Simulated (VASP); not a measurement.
# Al2Cu (I4/mcm) in VASP: a series of runs

The runs below take Al2Cu through single point, with PBEsol.

All numbers are computed with VASP 6.6.1; they aren't measurements. Logs are shortened: lines on timing, memory, paths and dates and some standing lists are left out, and cuts for length are marked.

## Step 1: The cell of the first run

It takes space group I4/mcm (No. 140, tetragonal). The conventional cell has a = 6.113 Å, b = 6.113 Å, c = 4.828 Å, α = 90.00°, β = 90.00°, γ = 90.00°. Al (site symmetry m2m) has 4 Cu at 2.60 Å and 11 Al at 2.75 to 3.25 Å within 3.4 Å. Within 3.2 Å of Cu (site symmetry 422) lie 2 Cu at 2.41 Å and 8 Al at 2.60 Å.

## Step 2: Single point, PBEsol

INCAR reads:

```
SYSTEM = Al2Cu
  PREC = Accurate
  ENCUT = 520
  EDIFF = 1E-6
  ISMEAR = 0
  SIGMA = 0.15
  LREAL = .FALSE.
  LASPH = .TRUE.
  NELM = 60
  ALGO = Fast
  ISIF = 2
  LWAVE = .FALSE.
  LCHARG = .TRUE.
  GGA = PS
  LELF = .TRUE.
  LVHAR = .TRUE.
  NBANDS = 26
```

KPOINTS reads:

```
Automatic mesh
0
G
  10 10 10
  0 0 0
```

POSCAR reads:

```
Al2Cu
1.0
   -3.0564500000      3.0564500000      2.4138103907
    3.0564500000     -3.0564500000      2.4138103907
    3.0564500000      3.0564500000     -2.4138103907
Al Cu
4 2
Direct
    0.1593210787      0.6593210787      0.8186421574
    0.6593210787      0.8406789213      0.5000000000
    0.8406789213      0.3406789213      0.1813578426
    0.3406789213      0.1593210787      0.5000000000
    0.7500000000      0.7500000000      0.0000000000
    0.2500000000      0.2500000000      0.0000000000
```

Potentials or basis: VASP PAW PBE potentials, release 64 (Al, Cu).

Run with:

```
$ cat potpaw_PBE.64/Al/POTCAR potpaw_PBE.64/Cu/POTCAR > POTCAR
$ mpirun -np 1 vasp_std > vasp.out
```

OUTCAR:

```text
SYSTEM = Al2Cu
   PREC = Accurate
   ENCUT = 520
   EDIFF = 1E-6
   ISMEAR = 0
   LREAL = .FALSE.
   LASPH = .TRUE.
   NELM = 60
   ISIF = 2
   GGA = PS

 ion  position               nearest neighbor table
   1  0.159  0.659  0.819-   5 2.60   6 2.60   5 2.60   6 2.60   3 2.75   3 2.88   3 2.88   4 3.10
                             2 3.10   2 3.10   4 3.10   4 3.25   2 3.25   2 3.25   4 3.25
   2  0.659  0.841  0.500-   6 2.60   5 2.60   5 2.60   6 2.60   4 2.75   4 2.88   4 2.88   3 3.10
                             1 3.10   1 3.10   3 3.10   1 3.25   3 3.25   1 3.25   3 3.25
   3  0.841  0.341  0.181-   5 2.60   6 2.60   5 2.60   6 2.60   1 2.75   1 2.88   1 2.88   2 3.10
                             4 3.10   4 3.10   2 3.10   4 3.25   2 3.25   4 3.25   2 3.25
   4  0.341  0.159  0.500-   5 2.60   6 2.60   6 2.60   5 2.60   2 2.75   2 2.88   2 2.88   3 3.10
                             1 3.10   1 3.10   3 3.10   1 3.25   3 3.25   3 3.25   1 3.25
   5  0.750  0.750  0.000-   6 2.41   6 2.41   4 2.60   2 2.60   4 2.60   2 2.60   1 2.60   3 2.60
                             3 2.60   1 2.60
   6  0.250  0.250  0.000-   5 2.41   5 2.41   2 2.60   4 2.60   2 2.60   4 2.60   3 2.60   1 2.60
                             1 2.60   3 2.60

  LATTYP: Found a body centered tetragonal cell.
 ALAT       =     6.1129000000
 C/A-ratio  =     0.7897431303

  Lattice vectors:

 A1 = (  -3.0564500000,   3.0564500000,   2.4138103907)
 A2 = (   3.0564500000,  -3.0564500000,   2.4138103907)
 A3 = (   3.0564500000,   3.0564500000,  -2.4138103907)

Analysis of symmetry for initial positions (statically):
=====================================================================
 Subroutine PRICEL returns:
 Original cell was already a primitive cell.

 Routine SETGRP: Setting up the symmetry group for a
 body centered tetragonal supercell.

 Subroutine GETGRP returns: Found 16 space group operations
 (whereof  8 operations were pure point group operations)
 out of a pool of 16 trial point group operations.

The static configuration has the point symmetry C_4h.
 The point group associated with its full space group is D_4h.

Analysis of symmetry for dynamics (positions and initial velocities):
=====================================================================
 Subroutine PRICEL returns:
 Original cell was already a primitive cell.

 Routine SETGRP: Setting up the symmetry group for a
 body centered tetragonal supercell.

 Subroutine GETGRP returns: Found 16 space group operations
 (whereof  8 operations were pure point group operations)
 out of a pool of 16 trial point group operations.

The dynamic configuration has the point symmetry C_4h.
 The point group associated with its full space group is D_4h.

 Subroutine INISYM returns: Found 16 space group operations
 (whereof  8 operations are pure point group operations),
 and found     1 'primitive' translations

----------------------------------------------------------------------------------------

                                     Primitive cell

  volume of cell :      90.1982

  direct lattice vectors                    reciprocal lattice vectors
    -3.056450000  3.056450000  2.413810391     0.000000000  0.163588477  0.207141374
     3.056450000 -3.056450000  2.413810391     0.163588477  0.000000000  0.207141374
     3.056450000  3.056450000 -2.413810391     0.163588477  0.163588477  0.000000000

  length of vectors
     4.950783151  4.950783151  4.950783151     0.263948363  0.263948363  0.231349043

  position of ions in fractional coordinates (direct lattice)
     0.159321079  0.659321079  0.818642157
     0.659321079  0.840678921  0.500000000
     0.840678921  0.340678921  0.181357843
     0.340678921  0.159321079  0.500000000
     0.750000000  0.750000000  0.000000000
     0.250000000  0.250000000  0.000000000

  ion indices of the primitive-cell ions
   primitive index   ion index
                 1           1
                 2           2
                 3           3
                 4           4
                 5           5
[... 48 lines left out ...]
  Thomas-Fermi vector in A             =   2.318844
   LORBIT       =      0    0 simple, 1 ext, 2 COOP (PROOUT), +10 PAW based schemes
   GGA     = PS    functional components
   LHFCALC =     F    Hartree Fock is set to
   AEXX    =    0.0000 exact exchange contribution
   IVDW    =     0    specifies the selected vdW correction
   LEPSILON=     F    determine dielectric tensor
   LRPA    =     F    only Hartree local field effects (RPA)
 non-spin polarized calculation
 RMM-DIIS sequential band-by-band and
 Gauss-broadening in eV      SIGMA  =   0.15
  energy-cutoff  :      520.00
  volume of cell :       90.20
 maximum number of plane-waves:      2449
 NGX is ok and might be reduce to    40
   NGX = 19   NGY = 19   NGZ = 19

 number of electron      33.9999992 magnetization

 Free energy of the ion-electron system (eV)
  ---------------------------------------------------
  ext. energy  EPLUGINS =         0.00000000
  ---------------------------------------------------
  free energy    TOTEN  =       -25.97681333 eV

  energy without entropy =      -25.95556197  energy(sigma->0) =      -25.96618765

 E-fermi :   7.8141     XC(G=0): -10.9103

 val. band max:        7.8017524692   @ k =   0.5000   0.5000   0.2000
 cond. band min:       7.8167679098   @ k =   0.3000   0.3000   0.2000
 fundamental gap:      0.0150154405
 Fermi energy:         7.8140647811

 k-point     1 :       0.0000    0.0000    0.0000
  band No.  band energies     occupation
      1      -2.8965      2.00000
      2       2.4784      2.00000
      3       2.6868      2.00000
      4       2.7255      2.00000
      5       2.7255      2.00000
      6       3.6146      2.00000
[... 18 lines left out ...]
     25      12.8061      0.00000
     26      13.4366      0.00000

 k-point     2 :       0.1000    0.0000   -0.0000
  band No.  band energies     occupation
      1      -2.7914      2.00000
      2       2.4674      2.00000
      3       2.7027      2.00000
      4       2.7109      2.00000
      5       2.7201      2.00000
      6       3.5968      2.00000
[... 18 lines left out ...]
     25      12.9207      0.00000
[... 608 lines left out ...]
     25      13.9180      0.00000
     26      15.1834      0.00000

 k-point    24 :       0.4000    0.3000   -0.0000
  band No.  band energies     occupation
      1      -0.5652      2.00000
      2       0.1932      2.00000
      3       1.0535      2.00000
      4       2.5958      2.00000
      5       3.0676      2.00000
      6       3.2474      2.00000
[... 18 lines left out ...]
     25      14.5495      0.00000
     26      14.6878      0.00000

 [... further k-points ...]

------------------------ aborting loop because EDIFF is reached ----------------------------------------

  FORCE on cell =-STRESS in cart. coord.  units (eV):
  Direction    XX          YY          ZZ          XY          YZ          ZX
  --------------------------------------------------------------------------------------
  -------------------------------------------------------------------------------------
  Total       -2.5887254     -2.5887254     -1.1869827      0.0000000      0.0000000      0.0000000
  in kB      -45.9831629    -45.9831629    -21.0842053      0.0000000      0.0000000      0.0000000
  external PRESSURE =     -37.6835103 kB  Pullay stress =       0.0000000 kB

 VOLUME and BASIS-vectors are now :
 -----------------------------------------------------------------------------
  energy-cutoff  :      520.00
  volume of cell :       90.20
      direct lattice vectors                 reciprocal lattice vectors
    -3.056450000  3.056450000  2.413810391     0.000000000  0.163588477  0.207141374
     3.056450000 -3.056450000  2.413810391     0.163588477  0.000000000  0.207141374
     3.056450000  3.056450000 -2.413810391     0.163588477  0.163588477  0.000000000

 POSITION                                       TOTAL-FORCE (eV/Angst)
 -----------------------------------------------------------------------------------
      4.03036      0.97391      0.00000        -0.019696     -0.019696      0.000000
      2.08254      0.97391      2.41381         0.019696     -0.019696      0.000000
     -0.97391      2.08254      2.41381         0.019696      0.019696     -0.000000
      0.97391      2.08254      0.00000        -0.019696      0.019696      0.000000
      0.00000      0.00000      3.62072        -0.000000      0.000000      0.000000
      0.00000      0.00000      1.20691        -0.000000      0.000000      0.000000
 -----------------------------------------------------------------------------------
    total drift:                               -0.000000     -0.000000      0.000000

  FREE ENERGIE OF THE ION-ELECTRON SYSTEM (eV)
  ---------------------------------------------------
  free  energy   TOTEN  =       -25.9768133318 eV

  energy  without entropy=      -25.9555619665  energy(sigma->0) =      -25.96618765
```

Run time: 9.2 min. Hardware: 1 thread of Intel Xeon 8259CL, shared host; peak memory 0.38 GiB.

What came out:

```yaml
Free_energy: -25.9768 eV
Pressure: -3.8 GPa
Largest_force: 0.028 eV/Å
Band_gap_on_the_k_mesh: zero (bands 17 and 18 overlap by 4.49 eV)
```

Forces in eV/Å, atoms in the order of the input:
```
Al  -0.020 -0.020  0.000
Al   0.020 -0.020  0.000
Al   0.020  0.020  0.000
Al  -0.020  0.020  0.000
Cu   0.000  0.000  0.000
Cu   0.000  0.000  0.000
```

Stress tensor (GPa, compression positive):
```
-4.60  0.00  0.00
 0.00 -4.60  0.00
 0.00  0.00 -2.11
```

Caveat: the cell stands under tension; the PAW data sets were made with another functional, which shifts forces and pressure a little.

## Step 3: Single point, PBEsol

This run uses another cell than the first one, of 15.13 Å³/atom.

INCAR reads:

```
PREC = Accurate
ENCUT = 520
EDIFF = 1E-6
ISMEAR = 0
SIGMA = 0.15
LREAL = F
LASPH = T
NELM = 80
ALGO = Fast
ISIF = 2
LWAVE = F
LCHARG = F
GGA = PS
NBANDS = 26
```

KPOINTS reads:

```
regular mesh
0
Gamma
  10 10 10
```

Changes to POSCAR since step 2:

```diff
@@ -2,5 +2,5 @@
 1.0
-   -3.0564500000      3.0564500000      2.4138103907
-    3.0564500000     -3.0564500000      2.4138103907
-    3.0564500000      3.0564500000     -2.4138103907
+   -3.1463500000      3.1463500000      2.2931000000
+    3.1463500000     -3.1463500000      2.2931000000
+    3.1463500000      3.1463500000     -2.2931000000
 Al Cu
```

Potentials or basis: VASP PAW PBE potentials, release 64 (Al, Cu).

Run with:

```
$ cat potpaw_PBE.64/Al/POTCAR potpaw_PBE.64/Cu/POTCAR > POTCAR
$ mpirun -np 1 vasp_std > vasp.out
```

It took 9.2 min on 1 thread of Intel Xeon 8259CL, shared host; peak memory 0.38 GiB.

The run converged. Its results:

| Quantity | Value |
| --- | --- |
| Free energy | -25.7075 eV |
| Pressure | -3.5 GPa |
| Largest force | 0.182 eV/Å |
| Band gap on the k mesh | zero (bands 17 and 18 overlap by 4.85 eV) |

Forces in eV/Å, atoms in the order of the input:
```
Al  -0.128 -0.128  0.000
Al   0.128 -0.128  0.000
Al   0.128  0.128  0.000
Al  -0.128  0.128  0.000
Cu   0.000  0.000  0.000
Cu   0.000  0.000  0.000
```

Stress tensor (GPa, compression positive):
```
-8.32  0.00  0.00
 0.00 -8.32  0.00
 0.00  0.00  6.19
```

Levels at points of the mesh, in eV from the Fermi level:
| k point | band 15 | band 16 | band 17 | band 18 | band 19 | band 20 |
| --- | --- | --- | --- | --- | --- | --- |
| (0.00, 0.00, 0.00) | -1.33 | -0.96 | -0.96 | -0.79 | 0.12 | 0.21 |
| (0.50, 0.00, 0.00) | -2.72 | -2.72 | -0.19 | -0.19 | 3.23 | 3.23 |
| (0.50, 0.50, 0.00) | -2.06 | -1.92 | -0.50 | -0.26 | 0.00 | 0.37 |
| (0.50, 0.50, 0.50) | -3.01 | -1.52 | 2.94 | 2.95 | 3.00 | 3.00 |

Caveat: the cell stands under tension; the PAW data sets were made with another functional, which shifts forces and pressure a little.

## Step 4: Single point, PBEsol

This run uses another cell than the first one, of 15.18 Å³/atom.

INCAR reads:

```
PREC = Accurate
ENCUT = 520
EDIFF = 1E-7
ISMEAR = 0
SIGMA = 0.15
LREAL = F
LASPH = T
NELM = 100
ALGO = Fast
ISIF = 2
LWAVE = F
LCHARG = F
GGA = PS
NBANDS = 26
```

KPOINTS reads:

```
Automatic mesh
0
Gamma
  10 10 10
```

Changes to POSCAR since step 3:

```diff
@@ -2,5 +2,5 @@
 1.0
-   -3.1463500000      3.1463500000      2.2931000000
-    3.1463500000     -3.1463500000      2.2931000000
-    3.1463500000      3.1463500000     -2.2931000000
+   -3.0264500000      3.0264500000      2.4862000000
+    3.0264500000     -3.0264500000      2.4862000000
+    3.0264500000      3.0264500000     -2.4862000000
 Al Cu
```

Run with:

```
$ cat potpaw_PBE.64/Al/POTCAR potpaw_PBE.64/Cu/POTCAR > POTCAR
$ mpirun -np 1 vasp_std > vasp.out
```

It took 10 min on 1 thread of Intel Xeon 8259CL, shared host; peak memory 0.38 GiB.

It converged, with:

- Free energy: -25.9536 eV
- Pressure: -4.6 GPa
- Largest force: 0.077 eV/Å
- Band gap on the k mesh: zero (bands 17 and 18 overlap by 4.09 eV)

Forces on the atoms (eV/Å):
```
Al   0.054  0.054  0.000
Al  -0.054  0.054  0.000
Al  -0.054 -0.054  0.000
Al   0.054 -0.054  0.000
Cu   0.000  0.000  0.000
Cu   0.000  0.000  0.000
```

Stress tensor (GPa, compression positive):
```
-3.78  0.00  0.00
 0.00 -3.78  0.00
 0.00  0.00 -6.09
```

Levels at points of the mesh, in eV from the Fermi level:
```tsv
k point	band 15	band 16	band 17	band 18	band 19	band 20
(0.00, 0.00, 0.00)	-1.43	-1.18	-1.18	-0.79	-0.40	0.15
(0.50, 0.00, 0.00)	-2.53	-2.53	0.32	0.32	4.06	4.06
(0.50, 0.50, 0.00)	-1.27	-1.22	-0.92	-0.76	0.93	1.36
(0.50, 0.50, 0.50)	-3.19	-1.85	2.49	2.96	2.96	3.36
```

Caveat: the cell stands under tension; the PAW data sets were made with another functional, which shifts forces and pressure a little.

## Step 5: Single point, PBEsol

This run uses another cell than the first one, of 15.18 Å³/atom.

INCAR reads:

```
SYSTEM = Al2Cu
PREC     = Accurate       ! precision mode
ENCUT    = 520            ! plane-wave cutoff, eV
EDIFF    = 1E-6           ! SCF threshold, eV
ISMEAR   = 0              ! smearing method
SIGMA    = 0.15           ! smearing width, eV
LREAL    = .FALSE.        ! projectors in reciprocal space
LASPH    = .TRUE.         ! aspherical terms in the spheres
NELM     = 100            ! most SCF steps
ALGO     = Fast           ! electronic algorithm
ISIF     = 2              ! what is computed and relaxed
LWAVE    = .FALSE.        ! write WAVECAR
LCHARG   = .TRUE.         ! write CHGCAR
GGA      = PS             ! functional
LELF     = .TRUE.         ! ELF
LVHAR    = .TRUE.       
NBANDS   = 26             ! bands
```

KPOINTS reads:

```
regular mesh
0
G
  10 10 10
  0 0 0
```

Changes to POSCAR since step 4:

```diff
@@ -2,5 +2,5 @@
 1.0
-   -3.0264500000      3.0264500000      2.4862000000
-    3.0264500000     -3.0264500000      2.4862000000
-    3.0264500000      3.0264500000     -2.4862000000
+   -3.0864000000      3.0864000000      2.3896500000
+    3.0864000000     -3.0864000000      2.3896500000
+    3.0864000000      3.0864000000     -2.3896500000
 Al Cu
```

Run with:

```
$ cat potpaw_PBE.64/Al/POTCAR potpaw_PBE.64/Cu/POTCAR > POTCAR
$ mpirun -np 1 vasp_std > vasp.out
```

It took 7.1 min on 1 thread of Intel Xeon 8259CL, shared host; peak memory 0.38 GiB.

Results (log left out):

```
Free energy            : -25.9268 eV
Pressure               : -4.4 GPa
Largest force          : 0.069 eV/Å
Band gap on the k mesh : zero (bands 17 and 18 overlap by 4.61 eV)
```

Forces in eV/Å, atoms in the order of the input:
```
Al  -0.049 -0.049  0.000
Al   0.049 -0.049  0.000
Al   0.049  0.049  0.000
Al  -0.049  0.049  0.000
Cu   0.000  0.000  0.000
Cu   0.000  0.000  0.000
```

Stress tensor (GPa, compression positive):
```
-6.10  0.00  0.00
 0.00 -6.10  0.00
 0.00  0.00 -0.93
```

Levels at points of the mesh, in eV from the Fermi level:
| k point | band 14 | band 15 | band 16 | band 17 | band 18 | band 19 | band 20 | band 21 |
| --- | --- | --- | --- | --- | --- | --- | --- | --- |
| (0.00, 0.00, 0.00) | -2.18 | -1.16 | -1.11 | -1.11 | -1.00 | -0.22 | 0.10 | 1.53 |
| (0.50, 0.00, 0.00) | -3.12 | -2.65 | -2.65 | 0.04 | 0.04 | 3.67 | 3.67 | 3.99 |
| (0.50, 0.50, 0.00) | -2.55 | -1.69 | -1.48 | -0.86 | -0.54 | 0.45 | 0.84 | 4.50 |
| (0.50, 0.50, 0.50) | -3.14 | -3.14 | -1.72 | 2.67 | 2.93 | 2.93 | 3.11 | 4.03 |

Caveat: the cell stands under tension; the PAW data sets were made with another functional, which shifts forces and pressure a little.

## Step 6: Single point, PBEsol

This run uses another cell than the first one, of 15.18 Å³/atom.

INCAR reads:

```
SYSTEM = Al2Cu
  PREC = Accurate
  ENCUT = 520
  EDIFF = 1E-6
  ISMEAR = 0
  SIGMA = 0.15
  LREAL = .FALSE.
  LASPH = .TRUE.
  NELM = 100
  ALGO = Fast
  ISIF = 2
  LWAVE = .FALSE.
  LCHARG = .FALSE.
  GGA = PS
  NBANDS = 26
```

KPOINTS is that of step 5.

Changes to POSCAR since step 5:

```diff
@@ -2,5 +2,5 @@
 1.0
-   -3.0864000000      3.0864000000      2.3896500000
-    3.0864000000     -3.0864000000      2.3896500000
-    3.0864000000      3.0864000000     -2.3896500000
+   -3.0564500000      3.0564500000      2.4379500000
+    3.0564500000     -3.0564500000      2.4379500000
+    3.0564500000      3.0564500000     -2.4379500000
 Al Cu
```

Potentials or basis: VASP PAW PBE potentials, release 64 (Al, Cu).

Run with:

```
$ cat potpaw_PBE.64/Al/POTCAR potpaw_PBE.64/Cu/POTCAR > POTCAR
$ mpirun -np 1 vasp_std > vasp.out
```

Run time: 7.1 min. Hardware: 1 thread of Intel Xeon 8259CL, shared host; peak memory 0.38 GiB.

It converged, with:

```yaml
Free_energy: -25.9605 eV
Pressure: -4.7 GPa
Largest_force: 0.004 eV/Å
Band_gap_on_the_k_mesh: zero (bands 17 and 18 overlap by 4.37 eV)
```

Forces on the atoms (eV/Å):
```
Al   0.003  0.003  0.000
Al  -0.003  0.003  0.000
Al  -0.003 -0.003  0.000
Al   0.003 -0.003  0.000
Cu   0.000  0.000  0.000
Cu   0.000  0.000  0.000
```

Stress tensor (GPa, compression positive):
```
-5.09  0.00  0.00
 0.00 -5.09  0.00
 0.00  0.00 -3.94
```

Levels at points of the mesh, in eV from the Fermi level:
```csv
k point,band 14,band 15,band 16,band 17,band 18,band 19,band 20,band 21
"(0.00, 0.00, 0.00)",-1.97,-1.29,-1.14,-1.14,-0.83,-0.36,0.13,1.42
"(0.50, 0.00, 0.00)",-3.04,-2.58,-2.58,0.19,0.19,3.91,3.91,4.21
"(0.50, 0.50, 0.00)",-2.68,-1.47,-1.26,-0.97,-0.64,0.70,1.11,4.60
"(0.50, 0.50, 0.50)",-3.15,-3.15,-1.77,2.58,2.95,2.95,3.24,3.95
```

Caveat: the cell stands under tension; the PAW data sets were made with another functional, which shifts forces and pressure a little.

## Step 7: Overview

```tsv
cell	further INCAR settings	gap on the mesh (eV)	pressure (GPa)	largest force (eV/Å)
a = 4.951 Å, angles 103.8, 103.8, 121.6°, 6 atoms	ALGO = Fast; EDIFF = 1e-06; NBANDS = 26	none	-3.8	0.03
a = 5.006 Å, angles 102.1, 102.1, 125.5°, 6 atoms	ALGO = Fast; EDIFF = 1e-06; NBANDS = 26	none	-3.5	0.18
a = 4.950 Å, angles 104.6, 104.6, 119.7°, 6 atoms	ALGO = Fast; EDIFF = 1e-07; NBANDS = 26	none	-4.6	0.08
a = 4.976 Å, angles 103.3, 103.3, 122.6°, 6 atoms	ALGO = Fast; EDIFF = 1e-06; NBANDS = 26	none	-4.4	0.07
a = 4.963 Å, angles 104.0, 104.0, 121.2°, 6 atoms	ALGO = Fast; EDIFF = 1e-06; NBANDS = 26	none	-4.7	-
```

Alike in all rows: task single point; level PBEsol; potentials or basis VASP PAW PBE potentials, release 64 (Al, Cu); no spin polarisation; k mesh 10 × 10 × 10; cutoff (eV) 520; smearing gaussian 0.15 eV.

Caveats: the cell stands under tension; the PAW data sets were made with another functional, which shifts forces and pressure a little.

Total energies depend on the potentials used, so only differences within one code and one set of settings carry meaning.
